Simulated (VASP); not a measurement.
TiTe2 (1T):

```
Ti Te
1.0
     3.77700    0.00000    0.00000
    -1.88850    3.27098    0.00000
     0.00000    0.00000    6.49800
Ti Te
1 2
Direct
  0.00000 0.00000 0.00000
  0.33333 0.66667 0.26280
  0.66667 0.33333 0.73720
```

```yaml
Program: VASP 6.6.1
Task: relaxation of cell and atoms
Functional: LDA
Potentials_or_basis: VASP PAW LDA potentials, release 64 (Ti_sv, Te)
Cutoff: 600 eV
k_mesh: 12 × 12 × 8
Occupations: gaussian, width 0.03 eV
Spin: no spin polarisation
```

At the start: pressure -4.0 GPa; volume 26.76 Å³/atom.

Task: Where does the relaxation end?

Result: Over 11 steps the energy falls by 25.6 meV/atom and the volume is 24.58 Å³/atom (-8.1 %); space group P-3m1 (No. 164, to 0.05 Å).

The path:
| step | energy change (eV) | largest force (eV/Å) | pressure (GPa) | volume (Å³) |
| --- | --- | --- | --- | --- |
| 1 | 0.0000 | 0.2569 | -3.99 | 80.28 |
| 2 | -0.0253 | 0.7522 | 3.43 | 72.78 |
| 3 | -0.0603 | 0.2892 | -0.13 | 75.88 |
| 4 | -0.0690 | 0.1932 | -0.10 | 75.32 |
| 5 | -0.0729 | 0.0801 | -0.05 | 74.67 |
| 6 | -0.0729 | 0.0690 | -0.05 | 74.61 |
| 7 | -0.0745 | 0.0518 | -0.07 | 74.43 |
| 8 | -0.0768 | 0.0037 | -0.09 | 73.90 |
| 9 | -0.0769 | 0.0120 | -0.09 | 73.83 |
| 10 | -0.0767 | 0.0329 | 0.25 | 73.52 |
| 11 | -0.0769 | 0.0006 | 0.00 | 73.75 |

Final structure:
```
Ti Te
1.0
     3.66588    0.00000    0.00000
    -1.83294    3.17474    0.00000
     0.00000    0.00000    6.33689
Ti Te
1 2
Direct
  0.00000 0.00000 0.00000
  0.33333 0.66667 0.26986
  0.66667 0.33333 0.73014
```
